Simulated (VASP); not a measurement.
# TiAl (Pm-3m) in VASP: a series of runs

Aim: see how the results for TiAl move with the level of theory and the settings. Levels: HSE06, PBE+D3(BJ), r2SCAN+D3(BJ). Tasks: single point.

Program: VASP 6.6.1. These are calculated values, not measurements. Logs are shortened: lines on timing, memory, paths and dates and some standing lists are left out, and cuts for length are marked.

**1. The cell of the first run**

The structure is cubic, space group Pm-3m (No. 221). Conventional cell: a = 3.114 Å, b = 3.114 Å, c = 3.114 Å, α = 90.00°, β = 90.00°, γ = 90.00°. Ti (site symmetry m-3m) has 8 Al at 2.70 Å and 6 Ti at 3.11 Å within 3.6 Å. Al (site symmetry m-3m) has 8 Ti at 2.70 Å and 6 Al at 3.11 Å within 3.6 Å.

**2. Single point, HSE06**

POSCAR reads:

```
TiAl
1.0
    3.1141669331      0.0000000000      0.0000000000
    0.0000000000      3.1141669331      0.0000000000
    0.0000000000      0.0000000000      3.1141669331
Ti Al
1 1
Direct
    0.0000000000      0.0000000000      0.0000000000
    0.5000000000      0.5000000000      0.5000000000
```

INCAR.step1 reads:

```
PREC     = Accurate       # precision mode
ENCUT    = 520            # plane-wave cutoff, eV
EDIFF    = 1E-5           # SCF threshold, eV
ISMEAR   = -1             # smearing method
SIGMA    = 0.05           # smearing width, eV
LREAL    = F              # projectors in reciprocal space
LASPH    = T              # aspherical terms in the spheres
NELM     = 80             # most SCF steps
ALGO     = Normal         # electronic algorithm
ISIF     = 2              # what is computed and relaxed
LWAVE    = T              # write WAVECAR
GGA      = PE             # functional
NBANDS   = 14             # bands
```

INCAR.step2 reads:

```
PREC     = Accurate       # precision mode
ENCUT    = 520            # plane-wave cutoff, eV
EDIFF    = 1E-7           # SCF threshold, eV
ISMEAR   = -1             # smearing method
SIGMA    = 0.05           # smearing width, eV
LREAL    = F              # projectors in reciprocal space
LASPH    = T              # aspherical terms in the spheres
NELM     = 80             # most SCF steps
ALGO     = Normal         # electronic algorithm
ISIF     = 2              # what is computed and relaxed
LWAVE    = F              # write WAVECAR
LCHARG   = T              # write CHGCAR
GGA      = PE             # functional
LHFCALC  = T              # exact exchange
HFSCREEN = 0.2079         # screening, 1/A
PRECFOCK = Normal       
LELF     = T              # ELF
LVHAR    = T            
ISTART   = 1            
NBANDS   = 14             # bands
```

KPOINTS reads:

```
regular mesh
0
Gamma
  6 6 6
```

Potentials or basis: VASP PAW PBE potentials, release 64 (Ti_sv, Al).

Command:

```
$ cat potpaw_PBE.64/Ti_sv/POTCAR potpaw_PBE.64/Al/POTCAR > POTCAR
$ cp INCAR.step1 INCAR
$ mpirun -np 1 vasp_std > vasp.out
$ cp INCAR.step2 INCAR
$ mpirun -np 1 vasp_std > vasp.out
```

OUTCAR:

```text
PREC = Accurate
   ENCUT = 520
   EDIFF = 1E-7
   ISMEAR = -1
   LREAL = F
   LASPH = T
   NELM = 80
   ISIF = 2
   GGA = PE
   LHFCALC = T
   HFSCREEN = 0.2079
   PRECFOCK = Normal
   ISTART = 1

 ion  position               nearest neighbor table
   1  0.000  0.000  0.000-   2 2.70   2 2.70   2 2.70   2 2.70   2 2.70   2 2.70   2 2.70   2 2.70

   2  0.500  0.500  0.500-   1 2.70   1 2.70   1 2.70   1 2.70   1 2.70   1 2.70   1 2.70   1 2.70

  LATTYP: Found a simple cubic cell.
 ALAT       =     3.1141669331

  Lattice vectors:

 A1 = (   3.1141669331,   0.0000000000,   0.0000000000)
 A2 = (   0.0000000000,   3.1141669331,   0.0000000000)
 A3 = (   0.0000000000,   0.0000000000,   3.1141669331)

Analysis of symmetry for initial positions (statically):
=====================================================================
 Subroutine PRICEL returns:
 Original cell was already a primitive cell.

 Routine SETGRP: Setting up the symmetry group for a
 simple cubic supercell.

 Subroutine GETGRP returns: Found 48 space group operations
 (whereof 48 operations were pure point group operations)
 out of a pool of 48 trial point group operations.

The static configuration has the point symmetry O_h .

Analysis of symmetry for dynamics (positions and initial velocities):
=====================================================================
 Subroutine PRICEL returns:
 Original cell was already a primitive cell.

 Routine SETGRP: Setting up the symmetry group for a
 simple cubic supercell.

 Subroutine GETGRP returns: Found 48 space group operations
 (whereof 48 operations were pure point group operations)
 out of a pool of 48 trial point group operations.

The dynamic configuration has the point symmetry O_h .

 Subroutine INISYM returns: Found 48 space group operations
 (whereof 48 operations are pure point group operations),
 and found     1 'primitive' translations

----------------------------------------------------------------------------------------

                                     Primitive cell

  volume of cell :      30.2013

  direct lattice vectors                    reciprocal lattice vectors
     3.114166933  0.000000000  0.000000000     0.321113165  0.000000000  0.000000000
     0.000000000  3.114166933  0.000000000     0.000000000  0.321113165  0.000000000
     0.000000000  0.000000000  3.114166933     0.000000000  0.000000000  0.321113165

  length of vectors
     3.114166933  3.114166933  3.114166933     0.321113165  0.321113165  0.321113165

  position of ions in fractional coordinates (direct lattice)
     0.000000000  0.000000000  0.000000000
     0.500000000  0.500000000  0.500000000

  ion indices of the primitive-cell ions
   primitive index   ion index
                 1           1
                 2           2

----------------------------------------------------------------------------------------

 KPOINTS: regular mesh

Automatic generation of k-mesh.
 Grid dimensions read from file:
 generate k-points for:    6    6    6

 Generating k-lattice:

  Cartesian coordinates                     Fractional coordinates (reciprocal lattice)
     0.053518861  0.000000000  0.000000000     0.166666667  0.000000000  0.000000000
     0.000000000  0.053518861  0.000000000     0.000000000  0.166666667  0.000000000
     0.000000000  0.000000000  0.053518861     0.000000000  0.000000000  0.166666667

  Length of vectors
     0.053518861  0.053518861  0.053518861

  Shift w.r.t. Gamma in fractional coordinates (k-lattice)
     0.000000000  0.000000000  0.000000000

 Subroutine IBZKPT returns following result:
 ===========================================

 Found     20 irreducible k-points:

 Following reciprocal coordinates:
            Coordinates               Weight
  0.000000  0.000000  0.000000      1.000000
  0.166667  0.000000  0.000000      6.000000
  0.333333  0.000000  0.000000      6.000000
  0.500000  0.000000  0.000000      3.000000
  0.166667  0.166667  0.000000     12.000000
  0.333333  0.166667  0.000000     24.000000
[... 12 lines left out ...]
  0.500000  0.500000  0.333333      6.000000
  0.500000  0.500000  0.500000      1.000000
   k-points           NKPTS =     20   k-points in BZ     NKDIM =    216   number of bands    NBANDS=     14
   number of dos      NEDOS =    301   number of ions     NIONS =      2
   total plane-waves  NPLWV =  13824
   dimension x,y,z NGX =    24 NGY =   24 NGZ =   24
   dimension x,y,z NGXF=    48 NGYF=   48 NGZF=   48
   ions per type =               1   1
   NGX,Y,Z   is equivalent  to a cutoff of  12.81, 12.81, 12.81 a.u.
   NGXF,Y,Z  is equivalent  to a cutoff of  25.62, 25.62, 25.62 a.u.
 SYSTEM =  unknown system
   PREC   = accura    normal or accurate (medium, high low for compatibility)
   ISTART =      1    job   : 0-new  1-cont  2-samecut
   ICHARG =      0    charge: 1-file 2-atom 10-const
   ISPIN  =      1    spin polarized calculation?
   LNONCOLLINEAR =      F non collinear calculations
   LSORBIT =      F    spin-orbit coupling
   LASPH  =      T    aspherical Exc in radial PAW
   ENCUT  =  520.0 eV  38.22 Ry    6.18 a.u.   5.79  5.79  5.79*2*pi/ulx,y,z
   NELM   =     80;   NELMIN=  2; NELMDL=  0     # of ELM steps
   EDIFF  = 0.1E-06   stopping-criterion for ELM
   LREAL  =      F    real-space projection
   EDIFFG = 0.1E-05   stopping-criterion for IOM
   NSW    =      0    number of steps for IOM
   IBRION =     -1    ionic relax: 0-MD 1-quasi-New 2-CG
   NFREE  =      0    steps in history (QN), initial steepest desc. (CG)
   ISIF   =      2    stress and relaxation
   ISYM   =      3    0-nonsym 1-usesym 2-fastsym
   POTIM  = 0.5000    time-step for ionic-motion
   TEBEG  =    0.0;   TEEND  =   0.0 temperature during run
   PSTRESS=    0.0 pullay stress
   NELECT =      15.0000    total number of electrons
   NUPDOWN=      -1.0000    fix difference up-down
   EMIN   =  10.00;   EMAX   =-10.00  energy-range for DOS
   EFERMI =   0.00;   METHOD = LEGACY
   ISMEAR =    -1;   SIGMA  =   0.05  broadening in eV -4-tet -1-fermi 0-gaus
   EFERMI_NEDOS =   21; number of points for ismear=-14 and -15
   IALGO  =     38    algorithm
   IMIX   =      1    mixing-type and parameters
     AMIX     =   0.40;   BMIX     =  1.00
     AMIX_MAG =   1.60;   BMIX_MAG =  1.00
  volume/ion in A,a.u.               =      15.10       101.90
  Fermi-wavevector in a.u.,A,eV,Ry     =   1.296473  2.449978 22.869235  1.680841
  Thomas-Fermi vector in A             =   2.427927
   LORBIT       =      0    0 simple, 1 ext, 2 COOP (PROOUT), +10 PAW based schemes
   GGA     = PE    functional components
   LHFCALC =     T    Hartree Fock is set to
   PRECFOCK=normal    Normal, Fast or Accurate (Low or Medium for compatibility)
   ENCUT4O =  -1.0   cutoff for four orbital integrals eV
   NKREDX  =     1    reduce k-point grid by
   NKREDY  =     1    reduce k-point grid by
   NKREDZ  =     1    reduce k-point grid by
   AEXX    =    0.2500 exact exchange contribution
   HFSCREEN=    0.2079 screening length (either q_TF or 0.3 A-1)
   HFSCREENC=   0.2079 screening length for correlation (either q_TF or 0.3 A-1)
   ENCUTFOCK=  -1.0 apply spherical cutoff to Coloumb kernel
   IVDW    =     0    specifies the selected vdW correction
   LEPSILON=     F    determine dielectric tensor
   LRPA    =     F    only Hartree local field effects (RPA)
 non-spin polarized calculation
  energy-cutoff  :      520.00
  volume of cell :       30.20
 maximum number of plane-waves:       840
 NGX is ok and might be reduce to    24
  NGX = 18; NGY = 18; NGZ = 18

 number of electron      14.9999999 magnetization

 Free energy of the ion-electron system (eV)
  ---------------------------------------------------
  ext. energy  EPLUGINS =         0.00000000
  ---------------------------------------------------
  free energy    TOTEN  =       -14.17874206 eV

  energy without entropy =      -14.17201569  energy(sigma->0) =      -14.17537888

 E-fermi :   9.6617     XC(G=0):  -9.3234

 val. band max:        9.4662941143   @ k =   0.3333   0.3333   0.1667
 cond. band min:       9.7699839650   @ k =   0.3333   0.1667   0.1667
 fundamental gap:      0.3036898507
 Fermi energy:         9.6617029399

 k-point     1 :       0.0000    0.0000    0.0000
  band No.  band energies     occupation
      1     -52.1194      2.00000
      2     -26.6664      2.00000
      3     -26.6664      2.00000
      4     -26.6663      2.00000
      5      -1.5475      2.00000
      6       7.3177      2.00000
      7       7.3177      2.00000
      8      12.3964      0.00000
      9      12.3964      0.00000
     10      12.3964      0.00000
     11      14.7263      0.00000
     12      14.7263      0.00000
     13      14.7263      0.00000
     14      19.5810      0.00000

 k-point     2 :       0.1667    0.0000    0.0000
  band No.  band energies     occupation
      1     -52.1136      2.00000
      2     -26.7338      2.00000
      3     -26.6614      2.00000
      4     -26.6614      2.00000
      5      -1.0276      2.00000
      6       6.9932      2.00000
      7       7.5608      2.00000
      8      11.5660      0.00000
      9      11.5660      0.00000
     10      12.4608      0.00000
     11      13.4184      0.00000
     12      15.8761      0.00000
     13      15.8761      0.00000
     14      18.8232      0.00000

 k-point     3 :       0.3333    0.0000    0.0000
  band No.  band energies     occupation
      1     -52.1020      2.00000
      2     -26.8660      2.00000
      3     -26.6513      2.00000
      4     -26.6513      2.00000
      5       0.4460      2.00000
      6       5.2922      2.00000
      7       8.1214      2.00000
      8      10.5770      0.00000
      9      10.5770      0.00000
     10      12.5933      0.00000
     11      12.9706      0.00000
     12      17.3100      0.00000
     13      17.9193      0.00000
     14      17.9193      0.00000
[... 256 lines left out ...]
 k-point    19 :       0.5000    0.5000    0.3333
  band No.  band energies     occupation
      1     -52.0584      2.00000
      2     -26.8606      2.00000
      3     -26.8606      2.00000
      4     -26.7959      2.00000
      5       4.9726      2.00000
      6       5.9607      2.00000
      7       5.9607      2.00000
      8      10.3752      0.00000
      9      12.1956      0.00000
     10      12.2940      0.00000
     11      12.2940      0.00000
     12      13.0473      0.00000
     13      14.6788      0.00000
     14      17.7054      0.00000

 k-point    20 :       0.5000    0.5000    0.5000
  band No.  band energies     occupation
      1     -52.0533      2.00000
      2     -26.8509      2.00000
      3     -26.8509      2.00000
      4     -26.8508      2.00000
      5       5.7279      2.00000
      6       5.7279      2.00000
      7       5.7279      2.00000
      8      10.7984      0.00000
      9      12.8580      0.00000
     10      12.8580      0.00000
     11      12.8580      0.00000
     12      13.0633      0.00000
     13      13.0633      0.00000
     14      17.6609      0.00000

------------------------ aborting loop because EDIFF is reached ----------------------------------------

  FORCE on cell =-STRESS in cart. coord.  units (eV):
  Direction    XX          YY          ZZ          XY          YZ          ZX
  --------------------------------------------------------------------------------------
  -------------------------------------------------------------------------------------
  Total        1.1015103      1.1015103      1.1015103     -0.0000000     -0.0000000      0.0000000
  in kB       58.4350574     58.4350574     58.4350574     -0.0000000     -0.0000000      0.0000000
  external PRESSURE =      58.4350574 kB  Pullay stress =       0.0000000 kB

 VOLUME and BASIS-vectors are now :
 -----------------------------------------------------------------------------
  energy-cutoff  :      520.00
  volume of cell :       30.20
      direct lattice vectors                 reciprocal lattice vectors
     3.114166933  0.000000000  0.000000000     0.321113165  0.000000000  0.000000000
     0.000000000  3.114166933  0.000000000     0.000000000  0.321113165  0.000000000
     0.000000000  0.000000000  3.114166933     0.000000000  0.000000000  0.321113165

 POSITION                                       TOTAL-FORCE (eV/Angst)
 -----------------------------------------------------------------------------------
      0.00000      0.00000      0.00000         0.000000      0.000000      0.000000
      1.55708      1.55708      1.55708         0.000000      0.000000      0.000000
 -----------------------------------------------------------------------------------
    total drift:                               -0.000024     -0.000024     -0.000024

  FREE ENERGIE OF THE ION-ELECTRON SYSTEM (eV)
  ---------------------------------------------------
  free  energy   TOTEN  =       -14.1787420619 eV

  energy  without entropy=      -14.1720156944  energy(sigma->0) =      -14.17537888
```

It took 33 min on 1 thread of Intel Xeon Platinum 8488C (Sapphire Rapids), shared host; peak memory 0.25 GiB.

What came out:

```yaml
Free_energy: -14.1787 eV
Pressure: 5.8 GPa
```

Caveat: the PAW data sets were made with another functional, which shifts forces and pressure a little.

**3. Single point, PBE+D3(BJ), collinear spin, ferromagnetic start**

This run uses another cell than the first one, of 16.06 Å³/atom, 1.064 times its volume.

INCAR reads:

```
SYSTEM = TiAl
PREC = Accurate
ENCUT = 500
EDIFF = 1E-6
ISMEAR = 0
SIGMA = 0.025
LREAL = .False.
LASPH = .True.
NELM = 200
ALGO = Normal
ISIF = 2
LWAVE = .False.
LCHARG = .False.
ISPIN = 2
MAGMOM = -0.17 0
LORBIT = 11
LMAXMIX = 4
GGA = PE
IVDW = 12
NBANDS = 18
GGA_COMPAT = .False.
```

KPOINTS reads:

```
Automatic mesh
0
Gamma
  8 8 8
  0 0 0
```

POSCAR reads:

```
TiAl
1.0
    3.1790640000      0.0000000000      0.0000000000
    0.0000000000      3.1790640000      0.0000000000
    0.0000000000      0.0000000000      3.1790640000
Ti Al
1 1
Direct
    0.0000000000      0.0000000000      0.0000000000
    0.5000000000      0.5000000000      0.5000000000
```

Potentials or basis: VASP PAW PBE potentials, release 64 (Ti_sv, Al).

Command:

```
$ cat potpaw_PBE.64/Ti_sv/POTCAR potpaw_PBE.64/Al/POTCAR > POTCAR
$ mpirun -np 1 vasp_std > vasp.out
```

It took 70 s on 1 thread of AMD EPYC 7R13, shared host; peak memory 0.15 GiB.

The run converged. Its results:

| Item | Value |
| --- | --- |
| Free energy | -13.0765 eV |
| Pressure | -4.2 GPa |
| Net moment | -0.30 μB per cell |
| Site moments | Ti -0.22; Al +0.00 μB |
| Valence electrons inside the program's atomic spheres | Ti 10.28; Al 0.82 |
| Dispersion energy per atom | -0.486 eV |

Levels at points of the mesh, in eV from the Fermi level:
Spin up:
```csv
k point,band 4,band 5,band 6,band 7,band 8,band 9,band 10,band 11
"(0.00, 0.00, 0.00)",-33.02,-9.26,-1.35,-1.35,1.87,1.87,1.87,4.43
"(0.50, 0.00, 0.00)",-33.00,-6.04,-5.15,-0.45,0.21,0.21,2.08,3.08
"(0.50, 0.50, 0.00)",-32.99,-5.00,-2.09,-2.09,-1.38,0.77,0.77,2.83
"(0.50, 0.50, 0.50)",-33.14,-3.06,-3.06,-3.06,0.62,2.89,2.89,2.97
```
Spin down:
| k point | band 5 | band 6 | band 7 | band 8 | band 9 | band 10 | band 11 | band 12 |
| --- | --- | --- | --- | --- | --- | --- | --- | --- |
| (0.00, 0.00, 0.00) | -9.33 | -1.56 | -1.56 | 1.69 | 1.69 | 1.69 | 4.37 | 4.37 |
| (0.50, 0.00, 0.00) | -6.08 | -5.27 | -0.69 | 0.06 | 0.06 | 1.90 | 2.84 | 6.49 |
| (0.50, 0.50, 0.00) | -5.06 | -2.16 | -2.16 | -1.59 | 0.61 | 0.61 | 2.58 | 4.58 |
| (0.50, 0.50, 0.50) | -3.16 | -3.16 | -3.16 | 0.61 | 2.64 | 2.64 | 2.83 | 2.83 |

Caveat: pairwise dispersion overbinds metals, which lowers pressure and volume.

[end of part 1 of 2]
